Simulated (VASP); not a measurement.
Na4I:

```
Na I
1.0
     5.15920    0.00000    0.00000
     0.00000    5.15920    0.00000
     0.00000    0.00000    5.15920
Na I
4 1
Direct
  0.50000 0.00000 0.00000
  0.00000 0.50000 0.00000
  0.00000 0.00000 0.50000
  0.00000 0.00000 0.00000
  0.50000 0.50000 0.50000
```

The cell was built from a structure type or drawn by symmetry, and may not be a known phase.

- Program: VASP 6.6.1
- Task: relaxation of cell and atoms
- Functional: PBE
- Potentials or basis: VASP PAW PBE potentials, release 64 (Na_pv, I)
- Cutoff: 600 eV
- k mesh: 4 × 4 × 4
- Occupations: gaussian, width 0.1 eV
- Spin: no spin polarisation

At the start: pressure 6.9 GPa; volume 27.46 Å³/atom.

Where does the relaxation end?

Over 5 steps the energy falls by 246.8 meV/atom and the volume is 44.11 Å³/atom (+60.6 %); space group Pm-3m (No. 221, to 0.1 Å) before and after.

The path:
```csv
step,energy change (eV),largest force (eV/Å),pressure (GPa),volume (Å³)
1,0.0000,0.0000,6.88,137.32
2,-0.7591,0.0000,3.31,162.12
3,-1.1860,0.0000,0.77,198.94
4,-1.2313,0.0000,0.17,215.13
5,-1.2342,0.0000,0.01,220.57
```

Final structure:
```
Na I
1.0
     6.04200    0.00000    0.00000
     0.00000    6.04200    0.00000
     0.00000    0.00000    6.04200
Na I
4 1
Direct
  0.50000 0.00000 0.00000
  0.00000 0.50000 0.00000
  0.00000 0.00000 0.50000
  0.00000 0.00000 0.00000
  0.50000 0.50000 0.50000
```

Caveat: the volume moved by over 15 % at a fixed basis, so the end points are rough; an odd number of electrons without spin polarisation forces a metal; a magnetic or distorted state may lie lower.
